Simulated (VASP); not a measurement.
# BaO: single point with PBE+D3(BJ)

BaO:

```
CELL_PARAMETERS angstrom
0.00000 2.80394 2.80394
2.80394 0.00000 2.80394
2.80394 2.80394 0.00000
ATOMIC_POSITIONS crystal
Ba 0.00000 0.00000 0.00000
O 0.50000 0.50000 0.50000
```

* Program: VASP 6.6.1
* Task: single point
* Functional: PBE
* Dispersion: D3(BJ)
* Potentials or basis: VASP PAW PBE potentials, release 64 (Ba_sv, O)
* Cutoff: 600 eV
* k mesh: 5 × 5 × 5
* Occupations: gaussian, width 0.01 eV
* Spin: no spin polarisation
* Dipole correction: no
* Further INCAR settings: ALGO = Normal; EDIFF = 1e-06; NBANDS = 15

```yaml
Pressure: -1.4 GPa
Band_gap_on_the_k_mesh: 2.34 eV, indirect (least direct gap 2.40 eV)
Dispersion_energy_per_atom: -0.218 eV
```

Levels at points of the mesh, in eV from the valence-band top:
```csv
k point,band 6,band 7,band 8,band 9,band 10,band 11
"(0.00, 0.00, 0.00)",-0.16,-0.16,-0.16,3.48,4.79,4.79
```

Wall time 9.4 s on 1 thread of AMD EPYC 7R13 Processor (Zen 3), with other jobs on the host, peak memory 0.16 GiB.

Caveat: spin-orbit coupling is left out, which moves the levels of the heavy elements. A k mesh can miss the band edges.
